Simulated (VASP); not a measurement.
# NiPt2 (P-3m1) in VASP: single point with PBE

Aim: the single point of NiPt2 with PBE.

All numbers are computed with VASP 6.6.1; they aren't measurements. Logs are shortened: lines on timing, memory, paths and dates and some standing lists are left out, and cuts for length are marked.

## Step 1: The cell of the first run

The structure is trigonal, space group P-3m1 (No. 164). Conventional cell: a = 2.748 Å, b = 2.748 Å, c = 6.576 Å, α = 90.00°, β = 90.00°, γ = 120.00°. Within 3.4 Å of Ni (site symmetry -3m) lie 6 Pt at 2.62 Å and 6 Ni at 2.75 Å. Within 3.4 Å of Pt (site symmetry 3m) lie 3 Ni at 2.62 Å and 9 Pt at 2.75 to 2.89 Å.

## Step 2: Single point, PBE, collinear spin, ferromagnetic start

INCAR reads:

```
SYSTEM = NiPt2
PREC     = Accurate       ! precision mode
ENCUT    = 520            ! plane-wave cutoff, eV
EDIFF    = 1E-6           ! SCF threshold, eV
ISMEAR   = 0              ! smearing method
SIGMA    = 0.1            ! smearing width, eV
LREAL    = .False.        ! projectors in reciprocal space
LASPH    = .True.         ! aspherical terms in the spheres
NELM     = 150            ! most SCF steps
ALGO     = Fast           ! electronic algorithm
ISIF     = 2              ! what is computed and relaxed
LWAVE    = .False.        ! write WAVECAR
LCHARG   = .True.         ! write CHGCAR
ISPIN    = 2              ! spin polarisation
MAGMOM   = 1 0.27 0.27    ! initial moments
LORBIT   = 11             ! projections on sites
LMAXMIX  = 4              ! l up to which the mixer works
GGA      = PE             ! functional
LELF     = .True.         ! ELF
LVHAR    = .True.       
NBANDS   = 26             ! bands
```

KPOINTS reads:

```
regular mesh
0
Gamma
  18 18 8
  0 0 0
```

POSCAR reads:

```
NiPt2
1.0
    2.7478487116     -0.0000000289      0.0000000000
   -1.3739243308      2.3797068044      0.0000000000
    0.0000000000      0.0000000000      6.5764305000
Ni Pt
1 2
Direct
    0.0000000000      0.0000000000      0.0000000000
    0.6666666667      0.3333333333      0.3161040000
    0.3333333333      0.6666666667      0.6838960000
```

Potentials or basis: VASP PAW PBE potentials, release 64 (Ni, Pt).

The run is started by

```
$ cat potpaw_PBE.64/Ni/POTCAR potpaw_PBE.64/Pt/POTCAR > POTCAR
$ mpirun -np 1 vasp_std > vasp.out
```

OUTCAR:

```text
SYSTEM = NiPt2
   PREC = Accurate
   ENCUT = 520
   EDIFF = 1E-6
   ISMEAR = 0
   LREAL = .False.
   LASPH = .True.
   NELM = 150
   ISIF = 2
   ISPIN = 2
   LORBIT = 11
   GGA = PE

 ion  position               nearest neighbor table
   1  0.000  0.000  0.000-   2 2.62   3 2.62   3 2.62   2 2.62   2 2.62   3 2.62
   2  0.667  0.333  0.316-   1 2.62   1 2.62   1 2.62   3 2.89   3 2.89   3 2.89
   3  0.333  0.667  0.684-   1 2.62   1 2.62   1 2.62   2 2.89   2 2.89   2 2.89

  LATTYP: Found a hexagonal cell.
 ALAT       =     2.7478487116
 C/A-ratio  =     2.3933015207

  Lattice vectors:

 A1 = (   2.7478487116,  -0.0000000289,   0.0000000000)
 A2 = (  -1.3739243308,   2.3797068044,   0.0000000000)
 A3 = (   0.0000000000,   0.0000000000,   6.5764305000)

Analysis of symmetry for initial positions (statically):
=====================================================================
 Subroutine PRICEL returns:
 Original cell was already a primitive cell.

 Routine SETGRP: Setting up the symmetry group for a
 hexagonal supercell.

 Subroutine GETGRP returns: Found 12 space group operations
 (whereof 12 operations were pure point group operations)
 out of a pool of 24 trial point group operations.

The static configuration has the point symmetry D_3d.

Analysis of symmetry for dynamics (positions and initial velocities):
=====================================================================
 Subroutine PRICEL returns:
 Original cell was already a primitive cell.

 Routine SETGRP: Setting up the symmetry group for a
 hexagonal supercell.

 Subroutine GETGRP returns: Found 12 space group operations
 (whereof 12 operations were pure point group operations)
 out of a pool of 24 trial point group operations.

The dynamic configuration has the point symmetry D_3d.

Analysis of structural, dynamic, and magnetic symmetry:
=====================================================================
 Subroutine PRICEL returns:
 Original cell was already a primitive cell.

 Routine SETGRP: Setting up the symmetry group for a
 hexagonal supercell.

 Subroutine GETGRP returns: Found 12 space group operations
 (whereof 12 operations were pure point group operations)
 out of a pool of 24 trial point group operations.

The overall configuration has the point symmetry D_3d.

 Subroutine INISYM returns: Found 12 space group operations
 (whereof 12 operations are pure point group operations),
 and found     1 'primitive' translations

----------------------------------------------------------------------------------------

                                     Primitive cell

  volume of cell :      43.0038

  direct lattice vectors                    reciprocal lattice vectors
     2.747848712 -0.000000029  0.000000000     0.363921056  0.210109915  0.000000000
    -1.373924331  2.379706804  0.000000000     0.000000004  0.420219837  0.000000000
     0.000000000  0.000000000  6.576430500     0.000000000  0.000000000  0.152058172

  length of vectors
     2.747848712  2.747848712  6.576430500     0.420219837  0.420219837  0.152058172

  position of ions in fractional coordinates (direct lattice)
     0.000000000  0.000000000  0.000000000
     0.666666667  0.333333333  0.316104000
     0.333333333  0.666666667  0.683896000

  ion indices of the primitive-cell ions
   primitive index   ion index
                 1           1
                 2           2
                 3           3

----------------------------------------------------------------------------------------

 KPOINTS: regular mesh

Automatic generation of k-mesh.
 Grid dimensions read from file:
 generate k-points for:   18   18    8

 Generating k-lattice:

  Cartesian coordinates                     Fractional coordinates (reciprocal lattice)
     0.020217836  0.011672773  0.000000000     0.055555556 -0.000000000  0.000000000
     0.000000000  0.023345547  0.000000000     0.000000000  0.055555556  0.000000000
     0.000000000  0.000000000  0.019007271     0.000000000  0.000000000  0.125000000

  Length of vectors
     0.023345547  0.023345547  0.019007271

  Shift w.r.t. Gamma in fractional coordinates (k-lattice)
     0.000000000  0.000000000  0.000000000

 Subroutine IBZKPT returns following result:
 ===========================================

 Found    266 irreducible k-points:

 Following reciprocal coordinates:
            Coordinates               Weight
  0.000000  0.000000  0.000000      1.000000
  0.055556  0.000000  0.000000      6.000000
  0.111111  0.000000  0.000000      6.000000
  0.166667 -0.000000  0.000000      6.000000
  0.222222 -0.000000  0.000000      6.000000
  0.277778  0.000000  0.000000      6.000000
[... 16 lines left out ...]
  0.333333  0.111111  0.000000     12.000000
  0.388889  0.111111  0.000000     12.000000
 [... further k-points ...]
   k-points           NKPTS =    266   k-points in BZ     NKDIM =    266   number of bands    NBANDS=     26
   number of dos      NEDOS =    301   number of ions     NIONS =      3
   total plane-waves  NPLWV =  20000
   dimension x,y,z NGX =    20 NGY =   20 NGZ =   50
   dimension x,y,z NGXF=    40 NGYF=   40 NGZF=  100
   ions per type =               1   2
   NGX,Y,Z   is equivalent  to a cutoff of  12.10, 12.10, 12.64 a.u.
   NGXF,Y,Z  is equivalent  to a cutoff of  24.20, 24.20, 25.28 a.u.
 SYSTEM =  NiPt2
   PREC   = accura    normal or accurate (medium, high low for compatibility)
   ISTART =      0    job   : 0-new  1-cont  2-samecut
   ICHARG =      2    charge: 1-file 2-atom 10-const
   ISPIN  =      2    spin polarized calculation?
   LNONCOLLINEAR =      F non collinear calculations
   LSORBIT =      F    spin-orbit coupling
   LASPH  =      T    aspherical Exc in radial PAW
   ENCUT  =  520.0 eV  38.22 Ry    6.18 a.u.   5.11  5.11 12.23*2*pi/ulx,y,z
   NELM   =    150;   NELMIN=  2; NELMDL= -5     # of ELM steps
   EDIFF  = 0.1E-05   stopping-criterion for ELM
   LREAL  =      F    real-space projection
   EDIFFG = 0.1E-04   stopping-criterion for IOM
   NSW    =      0    number of steps for IOM
   IBRION =     -1    ionic relax: 0-MD 1-quasi-New 2-CG
   NFREE  =      0    steps in history (QN), initial steepest desc. (CG)
   ISIF   =      2    stress and relaxation
   ISYM   =      2    0-nonsym 1-usesym 2-fastsym
   POTIM  = 0.5000    time-step for ionic-motion
   TEBEG  =    0.0;   TEEND  =   0.0 temperature during run
   PSTRESS=    0.0 pullay stress
   NELECT =      30.0000    total number of electrons
   NUPDOWN=      -1.0000    fix difference up-down
   EMIN   =  10.00;   EMAX   =-10.00  energy-range for DOS
   EFERMI =   0.00;   METHOD = LEGACY
   ISMEAR =     0;   SIGMA  =   0.10  broadening in eV -4-tet -1-fermi 0-gaus
   EFERMI_NEDOS =   21; number of points for ismear=-14 and -15
   IALGO  =     68    algorithm
   IMIX   =      4    mixing-type and parameters
     AMIX     =   0.40;   BMIX     =  1.00
     AMIX_MAG =   1.60;   BMIX_MAG =  1.00
  volume/ion in A,a.u.               =      14.33        96.73
  Fermi-wavevector in a.u.,A,eV,Ry     =   1.451932  2.743755 28.682549  2.108108
  Thomas-Fermi vector in A             =   2.569373
   LORBIT       =     11    0 simple, 1 ext, 2 COOP (PROOUT), +10 PAW based schemes
   GGA     = PE    functional components
   LHFCALC =     F    Hartree Fock is set to
   AEXX    =    0.0000 exact exchange contribution
   IVDW    =     0    specifies the selected vdW correction
   LEPSILON=     F    determine dielectric tensor
   LRPA    =     F    only Hartree local field effects (RPA)
 spin polarized calculation
 RMM-DIIS sequential band-by-band and
 Gauss-broadening in eV      SIGMA  =   0.10
  energy-cutoff  :      520.00
  volume of cell :       43.00
 maximum number of plane-waves:      1176
   NGX = 11   NGY = 11   NGZ = 25

 number of electron      30.0000003 magnetization       1.4432347

 Free energy of the ion-electron system (eV)
  ---------------------------------------------------
  ext. energy  EPLUGINS =         0.00000000
  ---------------------------------------------------
  free energy    TOTEN  =       -17.83316012 eV

  energy without entropy =      -17.80986562  energy(sigma->0) =      -17.82151287

 E-fermi :  10.0338     XC(G=0): -13.1325

 val. band max:       10.0334107699   @ k =  -0.0000   0.3889   0.1250
 cond. band min:      10.0340442377   @ k =   0.3333   0.1111   0.0000
 fundamental gap:      0.0006334678
 Fermi energy:        10.0338040437

 spin component 1

 k-point     1 :       0.0000    0.0000    0.0000
  band No.  band energies     occupation
      1       0.4053      1.00000
      2       2.4489      1.00000
      3       4.2151      1.00000
      4       6.3813      1.00000
      5       6.3813      1.00000
      6       6.4548      1.00000
[... 18 lines left out ...]
     25      30.0066      0.00000
     26      30.9127      0.00000
[... 644 lines left out ...]
      4       5.4863      1.00000
      5       5.7232      1.00000
      6       6.5181      1.00000
[... 18 lines left out ...]
     25      24.9002      0.00000
     26      25.2525      0.00000

 [... further k-points ...]

 spin component 2

 k-point     1 :       0.0000    0.0000    0.0000
  band No.  band energies     occupation
      1       0.4344      1.00000
      2       2.5338      1.00000
      3       4.3560      1.00000
      4       6.6277      1.00000
      5       6.6277      1.00000
      6       6.6330      1.00000
[... 18 lines left out ...]
     25      30.1217      0.00000
     26      31.0200      0.00000
[... 644 lines left out ...]
      4       5.6667      1.00000
      5       6.0585      1.00000
      6       6.7860      1.00000
[... 18 lines left out ...]
     25      25.0245      0.00000
     26      25.3412      0.00000

 [... further k-points ...]

------------------------ aborting loop because EDIFF is reached ----------------------------------------

  FORCE on cell =-STRESS in cart. coord.  units (eV):
  Direction    XX          YY          ZZ          XY          YZ          ZX
  --------------------------------------------------------------------------------------
  -------------------------------------------------------------------------------------
  Total       -0.1282086     -0.1282086     -0.0976905      0.0000000      0.0000000     -0.0000000
  in kB       -4.7766251     -4.7766251     -3.6396222      0.0000000      0.0000000     -0.0000000
  external PRESSURE =      -4.3976242 kB  Pullay stress =       0.0000000 kB

 VOLUME and BASIS-vectors are now :
 -----------------------------------------------------------------------------
  energy-cutoff  :      520.00
  volume of cell :       43.00
      direct lattice vectors                 reciprocal lattice vectors
     2.747848712 -0.000000029  0.000000000     0.363921056  0.210109915  0.000000000
    -1.373924331  2.379706804  0.000000000     0.000000004  0.420219837  0.000000000
     0.000000000  0.000000000  6.576430500     0.000000000  0.000000000  0.152058172

 POSITION                                       TOTAL-FORCE (eV/Angst)
 -----------------------------------------------------------------------------------
      0.00000      0.00000      0.00000        -0.000000      0.000000      0.000000
      1.37392      0.79324      2.07884         0.000000      0.000000      0.008788
      0.00000      1.58647      4.49759        -0.000000     -0.000000     -0.008788
 -----------------------------------------------------------------------------------
    total drift:                                0.000000     -0.000000      0.000000

  FREE ENERGIE OF THE ION-ELECTRON SYSTEM (eV)
  ---------------------------------------------------
  free  energy   TOTEN  =       -17.8331601242 eV

  energy  without entropy=      -17.8098656195  energy(sigma->0) =      -17.82151287

 total charge

# of ion       s       p       d       tot
------------------------------------------
    1        0.422   0.420   8.283   9.125
    2        0.662   0.596   8.030   9.288
    3        0.662   0.596   8.030   9.288
--------------------------------------------------
tot          1.746   1.612  24.343  27.700

 magnetization (x)

# of ion       s       p       d       tot
------------------------------------------
    1       -0.000  -0.008   0.882   0.874
    2       -0.003  -0.012   0.306   0.291
    3       -0.003  -0.012   0.306   0.291
--------------------------------------------------
tot         -0.007  -0.032   1.493   1.455
```

Run time: 6.7 min. Hardware: 1 thread of AMD EPYC 9R45 (Zen 5), shared host; peak memory 0.49 GiB.

What came out:

| Quantity | Value |
| --- | --- |
| Free energy | -17.8332 eV |
| Pressure | -0.4 GPa |
| Largest force | 0.009 eV/Å |
| Net moment | 1.44 μB per cell |
| Site moments | Ni +0.87; Pt +0.29 μB |
| Valence electrons inside the program's atomic spheres | Ni 9.12; Pt 9.29 |

Forces in eV/Å, atoms in the order of the input:
```
Ni   0.000  0.000  0.000
Pt   0.000  0.000  0.009
Pt   0.000  0.000 -0.009
```

Caveat: spin-orbit coupling is left out, which moves the levels of the heavy elements.
